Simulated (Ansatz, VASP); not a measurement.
# GaN: VASP beside Ansatz

```
CELL_PARAMETERS angstrom
-3.21854 0.00000 0.00000
0.00000 0.00000 -5.24338
0.00000 -5.57467 0.00000
ATOMIC_POSITIONS crystal
Ga 0.50000 0.00237 0.16667
Ga 0.00000 0.00237 0.66667
Ga 0.00000 0.50237 0.33333
Ga 0.50000 0.50237 0.83333
N 0.50000 0.61666 0.16666
N 0.00000 0.61666 0.66666
N 0.00000 0.11666 0.33334
N 0.50000 0.11666 0.83334
```

Change from the starting cell: mode 11 frozen in at +0.000 Å and mode 13 at +0.039 Å (largest displacements).

Alike in both runs: task single point; functional PBE; k mesh 8 × 6 × 6; occupations gaussian, width 0.05 eV; no spin polarisation.

|  | VASP | Ansatz |
| --- | --- | --- |
| version | VASP 6.6.1 | Ansatz 0.2.0 |
| potentials or method | VASP PAW PBE potentials, release 64 (Ga_d, N), cutoff 520 eV | scalar-relativistic, plane waves, PAW |
| valence electrons in the cell | 72 | 72 |

|  | VASP | Ansatz | Ansatz less VASP |
| --- | --- | --- | --- |
| gap on the k mesh at the Fermi level (eV) | 1.67 | 1.66 | -0.002 |
| least direct gap on the mesh (eV) | 1.67 | 1.66 | -0.002 |
| pressure (GPa) | 0.4 | 0.2 | -0.12 |
| traceless stress, the component that is largest in VASP (GPa) | -2.40 | -2.47 | -0.071 |
| rms of the force components (eV/Å) | 0.254 | 0.257 | +0.0031 |

Atom by atom the forces differ by 0.003 eV/Å (rms over components). The functional is the same, so the differences come from potentials, cutoffs and numerics.
